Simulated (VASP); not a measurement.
The system is Ge.

```
CELL_PARAMETERS angstrom
0.00000 2.82891 2.82891
2.82891 0.00000 2.82891
2.82891 2.82891 0.00000
ATOMIC_POSITIONS crystal
Ge 0.75000 0.75000 0.75000
Ge 0.50000 0.50000 0.50000
```

| Item | Value |
| --- | --- |
| Program | VASP 6.6.1 |
| Task | relaxation of cell and atoms |
| Functional | RPBE |
| Dispersion | D3(BJ) |
| Potentials or basis | VASP PAW PBE potentials, release 64 (Ge_d) |
| Cutoff | 600 eV |
| k mesh | 8 × 8 × 8 |
| Occupations | fermi-dirac, width 0.05 eV |
| Spin | no spin polarisation |

At the start: pressure -4.4 GPa; volume 22.64 Å³/atom.

**Question.** How do energy, volume and symmetry change on relaxing?

**Answer.** Over 15 steps the energy falls by 21.8 meV/atom and the volume is 21.19 Å³/atom (-6.4 %); space group Fd-3m (No. 227, to 0.05 Å).

The path:
```tsv
step	energy change (eV)	largest force (eV/Å)	pressure (GPa)	volume (Å³)
1	0.0000	0.0000	-4.42	45.28
2	-0.0376	0.0000	2.11	41.31
3	-0.0436	0.0000	0.34	42.32
4	-0.0434	0.0000	-0.36	42.52
5	-0.0436	0.0000	-0.20	42.42
6	-0.0436	0.0000	-0.13	42.41
7	-0.0436	0.0000	-0.28	42.40
8	-0.0436	0.0000	-0.16	42.40
9	-0.0436	0.0000	-0.16	42.40
10	-0.0436	0.0000	-0.17	42.40
11	-0.0436	0.0000	-0.18	42.40
12	-0.0436	0.0000	-0.04	42.39
13	-0.0436	0.0000	-0.13	42.39
14	-0.0436	0.0000	-0.18	42.39
15	-0.0436	0.0000	0.01	42.39
```

Final structure:
```cif
data_structure
_symmetry_space_group_name_H-M 'P 1'
_symmetry_Int_Tables_number 1
_cell_length_a 3.9136
_cell_length_b 3.9136
_cell_length_c 3.9136
_cell_angle_alpha 60.000
_cell_angle_beta 60.000
_cell_angle_gamma 60.000
_cell_volume 42.39
loop_
_atom_site_label
_atom_site_type_symbol
_atom_site_fract_x
_atom_site_fract_y
_atom_site_fract_z
_atom_site_occupancy
Ge1 Ge 0.75000 0.75000 0.75000 1
Ge2 Ge 0.50000 0.50000 0.50000 1
```

The cell as given is a measured one (22.64 Å³/atom); RPBE+D3(BJ) puts the equilibrium volume -6.4 % from it, thermal expansion not counted.

Caveat: the PAW data sets were made with another functional, which shifts forces and pressure a little.
